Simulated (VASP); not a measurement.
CdInS2:

```
In Cd S
1.0
     3.86950    0.00000    0.00000
    -1.93475    3.35108    0.00000
     0.00000    0.00000    6.81053
In Cd S
1 1 2
Direct
  0.00000 0.00000 0.50000
  0.00000 0.00000 0.00000
  0.33333 0.66667 0.24495
  0.66667 0.33333 0.75505
```

Base run:

- Program: VASP 6.6.1
- Functional: PBE
- Dispersion: D4
- Potentials or basis: VASP PAW PBE potentials, release 64 (In_d, Cd, S)
- Cutoff: 520 eV
- k mesh: 8 × 8 × 4
- Occupations: fermi-dirac, width 0.02 eV
- Spin: no spin polarisation

Its results: pressure -2.5 GPa; largest force 0.034 eV/Å.

Problem. The run is repeated on the same cell with these changes: dispersion from D4 to none; k mesh from 8 × 8 × 4 to 6 × 6 × 3. What comes out?

Solution. Pressure 0.2 GPa; largest force 0.127 eV/Å.

Several settings changed at once, so the effect can't be laid on one alone.

Caveats: pairwise dispersion overbinds metals, which lowers pressure and volume (some runs).
